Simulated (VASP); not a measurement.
**MgF2: single point with r2SCAN**

The system is MgF2.

```
Mg F
1.0
     4.52958    0.00000    0.00000
     0.00000    4.52958    0.00000
     0.00000    0.00000    3.08792
Mg F
2 4
Direct
  0.00000 0.00000 0.00000
  0.50000 0.50000 0.50000
  0.30346 0.30346 0.00000
  0.19654 0.80346 0.50000
  0.80346 0.19654 0.50000
  0.69654 0.69654 0.00000
```

This cell differs from its parent crystal: epitaxial xy strain -2.0%.

```
Program                : VASP 6.6.1
Task                   : single point
Functional             : r2SCAN
Potentials or basis    : VASP PAW PBE potentials, release 64 (Mg, F)
Cutoff                 : 660 eV
k mesh                 : 6 × 6 × 8
Occupations            : gaussian, width 0.01 eV
Spin                   : no spin polarisation
Dipole correction      : no
Further INCAR settings : ALGO = Normal; EDIFF = 1e-06; NBANDS = 25
```

```json
{"Pressure": "1.3 GPa", "Largest force": "0.009 eV/Å", "Band gap on the k mesh": "8.18 eV"}
```

Forces on the atoms (eV/Å):
```
Mg   0.000  0.000  0.000
Mg   0.000  0.000  0.000
F    0.006  0.006  0.000
F   -0.006  0.006  0.000
F    0.006 -0.006  0.000
F   -0.006 -0.006  0.000
```

Stress tensor (GPa, compression positive):
```
 2.79  0.00  0.00
 0.00  2.79  0.00
 0.00  0.00 -1.69
```

Levels at points of the mesh, in eV from the valence-band top:
| k point | band 14 | band 15 | band 16 | band 17 | band 18 | band 19 |
| --- | --- | --- | --- | --- | --- | --- |
| (0.00, 0.00, 0.00) | -0.29 | -0.29 | 0.00 | 8.18 | 13.37 | 13.37 |
| (0.50, 0.00, 0.00) | -1.03 | -0.38 | -0.38 | 10.67 | 10.67 | 14.61 |
| (0.50, 0.50, 0.00) | -0.92 | -0.76 | -0.76 | 12.41 | 12.41 | 12.61 |
| (0.00, 0.00, 0.50) | -1.23 | -0.87 | -0.87 | 12.94 | 12.94 | 16.10 |
| (0.50, 0.00, 0.50) | -0.72 | -0.67 | -0.67 | 13.95 | 13.95 | 14.68 |
| (0.50, 0.50, 0.50) | -0.62 | -0.46 | -0.46 | 14.39 | 14.39 | 14.98 |

Wall time 5.8 min on 1 thread of Oxide Virtual Turin-like Processor (shared host), peak memory 0.23 GiB.

Caveat: the cell differs from its parent crystal (epitaxial xy strain -2.0%); the structure was generated, so it needn't be the stable form of MgF2; the PAW data sets were made with another functional, which shifts forces and pressure a little. A k mesh can miss the band edges.
